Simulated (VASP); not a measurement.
Input of a VASP 6.6.1 run:

The input INCAR:

```
ALGO = Normal ; EDIFF = 1E-7
ENCUT = 520 ; GGA = PE
ISIF = 2 ; ISMEAR = 0
ISPIN = 2 ; LASPH = T
LCHARG = F ; LMAXMIX = 4
LORBIT = 11 ; LREAL = Auto
LWAVE = F ; MAGMOM = 0 0 0 0 0 0 0 0 0 0 0 0 0 0 0 0 2.5
NBANDS = 54 ; NELM = 150
PREC = Accurate ; SIGMA = 0.02
```

The input KPOINTS:

```
k-points
0
Gamma
  2 2 2
```

File POSCAR:

```
FeSi16
1.0
    0.0000000000      5.4300000000      5.4300000000
    5.4300000000      0.0000000000      5.4300000000
    5.4300000000      5.4300000000      0.0000000000
Si Fe
16 1
Direct
    0.0019180706     -0.0008406460      0.0018018551
    0.1255448047      0.1246133318      0.1254476976
    0.0028386599     -0.0005149714      0.4983668614
    0.1222482245      0.1261421365      0.6266508938
    0.0019048356      0.4973264316      0.0017926906
    0.1257355659      0.6244391194      0.1255090037
   -0.0066643676      0.5016768376      0.5035614766
    0.1222352778      0.6251344289      0.6267007683
    0.4984620518     -0.0005105512      0.0027303357
    0.6267664644      0.1261844914      0.1220681821
    0.5006450974      0.0008400049      0.5004880927
    0.6279616280      0.1221922341      0.6278664576
    0.5037646618      0.5017188403     -0.0069528377
    0.6268140166      0.6251538308      0.1220580629
    0.5006280014      0.4982649584      0.5004723962
    0.6208445742      0.6293852350      0.6205522398
    0.3719496329      0.3783413879      0.3716345235
```

Potentials or basis: VASP PAW PBE potentials, release 64 (Si, Fe).

Launch:

```sh
$ cat potpaw_PBE.64/Si/POTCAR potpaw_PBE.64/Fe/POTCAR > POTCAR
$ mpirun -np 1 vasp_std > vasp.out
```

Problem. What does it give for the net moment?

Solution. 2.25 μB per cell.

Problem. Predict the largest force.

Solution. 0.017 eV/Å.

Problem. Predict the pressure.

Solution. 2.4 GPa.

Problem. Estimate the site moments.

Solution. Si +0.01, -0.00, +0.00, +0.04 (each value once); Fe +1.69 μB.

Forces on the atoms (eV/Å):
```
Si  -0.002 -0.001 -0.002
Si  -0.001 -0.004 -0.002
Si   0.002  0.001  0.000
Si   0.001  0.001  0.002
Si   0.000  0.002  0.001
Si   0.003 -0.004  0.002
Si   0.008 -0.010 -0.011
Si  -0.002 -0.001  0.002
Si   0.000  0.000  0.002
Si   0.001  0.003  0.002
Si  -0.008  0.009 -0.009
Si   0.000  0.000  0.001
Si  -0.011 -0.010  0.008
Si   0.001  0.000 -0.002
Si   0.007  0.011  0.007
Si   0.001  0.002  0.002
Fe   0.000  0.002 -0.002
```

Caveat: the k points lie up to 0.50 Å⁻¹ apart.
